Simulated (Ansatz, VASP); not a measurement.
## One calculation of BAs, two programs

```
CELL_PARAMETERS angstrom
0.00000 2.30529 2.30529
2.30529 0.00000 2.30529
2.30529 2.30529 0.00000
ATOMIC_POSITIONS crystal
B 0.00000 0.00000 0.00000
As 0.50000 0.50000 0.50000
```

Alike in both runs: task single point; functional PBE; k mesh 6 × 6 × 6; occupations fermi-dirac, width 0.02 eV; non-collinear spin, spin-orbit coupling.

|  | VASP | Ansatz |
| --- | --- | --- |
| version | VASP 6.6.1 | Ansatz 0.2.0 |
| potentials or method | VASP PAW PBE potentials, release 64 (B, As) | plane waves, PAW |
| plane-wave cutoff (eV) | 500 | 420 |
| valence electrons in the cell | 8 | 18 |

```csv
,VASP,Ansatz,Ansatz less VASP
net moment per atom (μB),0.00,0.00,0.000
```

VASP's potentials hold 8 valence electrons a cell and Ansatz's 18, so a difference there can come from the potentials and not from the codes. Ansatz's warnings: optics on partly filled bands.

The k mesh is coarse, so the values compare programs but aren't converged.
